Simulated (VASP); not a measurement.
A run of VASP 6.6.1 is set up as follows.

INCAR

```
SYSTEM = C
ALGO = Normal ; EDIFF = 1E-6
ENCUT = 520 ; ISIF = 2
ISMEAR = 1 ; LASPH = .TRUE.
LCHARG = .FALSE. ; LREAL = .FALSE.
LWAVE = .FALSE. ; NBANDS = 11
NELM = 60 ; PREC = Accurate
SIGMA = 0.1
```

Contents of KPOINTS:

```
k-points
0
G
  15 15 4
  0 0 0
```

File POSCAR:

```
C
1.0
    2.4561700000      0.0000000000      0.0000000000
   -1.2280850000      2.1271060000      0.0000000000
    0.0000000000      0.0000000000      8.5238030000
C
2
Direct
    0.3333333333      0.6666666667      0.0000000000
    0.6666666667      0.3333333333      0.0000000000
```

Potentials or basis: VASP PAW LDA potentials, release 64 (C).

Command:

```sh
$ cat potpaw_LDA.64/C/POTCAR > POTCAR
$ mpirun -np 1 vasp_std > vasp.out
```

Q: Predict the band gap on the k mesh.

A: Zero (filled and empty bands touch).
